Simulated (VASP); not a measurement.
Here is a VASP 6.6.1 calculation.

File INCAR:

```
SYSTEM = BaCu3
ALGO     = Fast           ! electronic algorithm
EDIFF    = 1E-7           ! SCF threshold, eV
ENCUT    = 520            ! plane-wave cutoff, eV
GGA      = PE             ! functional
ISIF     = 2              ! what is computed and relaxed
ISMEAR   = 0              ! smearing method
LASPH    = .True.         ! aspherical terms in the spheres
LCHARG   = .True.         ! write CHGCAR
LELF     = .True.         ! ELF
LREAL    = .False.        ! projectors in reciprocal space
LVHAR    = .True.       
LWAVE    = .False.        ! write WAVECAR
NBANDS   = 30             ! bands
NELM     = 100            ! most SCF steps
PREC     = Accurate       ! precision mode
SIGMA    = 0.05           ! smearing width, eV
```

The input KPOINTS:

```
k-points
0
Gamma
  8 8 8
  0 0 0
```

Contents of POSCAR:

```
BaCu3
1.0
    4.4499736190      0.0000000000      0.0000000000
    0.0000000000      4.4499736190      0.0000000000
    0.0000000000      0.0000000000      4.4499736190
Ba Cu
1 3
Direct
    0.0000000000      0.0000000000      0.0000000000
    0.0269664520      0.5000000000      0.5000000000
    0.5000000000      0.5000000000      0.0000000000
    0.5000000000      0.0000000000      0.5000000000
```

Potentials or basis: VASP PAW PBE potentials, release 64 (Ba_sv, Cu).

Launch:

```sh
$ cat potpaw_PBE.64/Ba_sv/POTCAR potpaw_PBE.64/Cu/POTCAR > POTCAR
$ mpirun -np 1 vasp_std > vasp.out
```

Predict the band gap on the k mesh.

zero (an odd number of electrons rules out a gap without spin polarisation).

Predict the largest force.

0.250 eV/Å.

Estimate the pressure.

0.8 GPa.

Forces on the atoms (eV/Å):
```
Ba  -0.075  0.000  0.000
Cu   0.250  0.000  0.000
Cu  -0.087  0.000  0.000
Cu  -0.087  0.000  0.000
```

Caveat: the cell differs from its parent crystal (atom 2 (Cu) moved 0.12 Å along x); spin-orbit coupling is left out, which moves the levels of the heavy elements.
